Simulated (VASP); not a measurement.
Input of a VASP 6.6.1 run:

Contents of INCAR:

```
SYSTEM = AlNi
  ALGO = Normal
  EDIFF = 1E-7
  ENCUT = 520
  GGA = PS
  ISIF = 2
  ISMEAR = 0
  LASPH = .True.
  LCHARG = .True.
  LELF = .True.
  LREAL = .False.
  LVHAR = .True.
  LWAVE = .False.
  NBANDS = 14
  NELM = 60
  PREC = Accurate
  SIGMA = 0.1
```

The input KPOINTS:

```
k-points
0
Gamma
  8 8 6
  0 0 0
```

The input POSCAR:

```
AlNi
1.0
    1.9386940000     -1.9531901500      0.0000000000
    1.9386940000      1.9531901500      0.0000000000
    0.0000000000      0.0000000000      3.0994300413
Al Ni
1 1
Direct
    0.0000000000      0.0000000000      0.0000000000
    0.5000000000      0.5000000000      0.5000000000
```

Potentials or basis: VASP PAW PBE potentials, release 64 (Al, Ni).

Launch:

```console
$ cat potpaw_PBE.64/Al/POTCAR potpaw_PBE.64/Ni/POTCAR > POTCAR
$ mpirun -np 1 vasp_std > vasp.out
```

What does it give for the pressure?

0.6 GPa.

Stress tensor (GPa, compression positive):
```
 2.28  0.00  0.00
 0.00  0.96  0.00
 0.00  0.00 -1.55
```

Caveat: the PAW data sets were made with another functional, which shifts forces and pressure a little. Spin polarisation is off, so any magnetic state and its effect on volume and gap are missing.
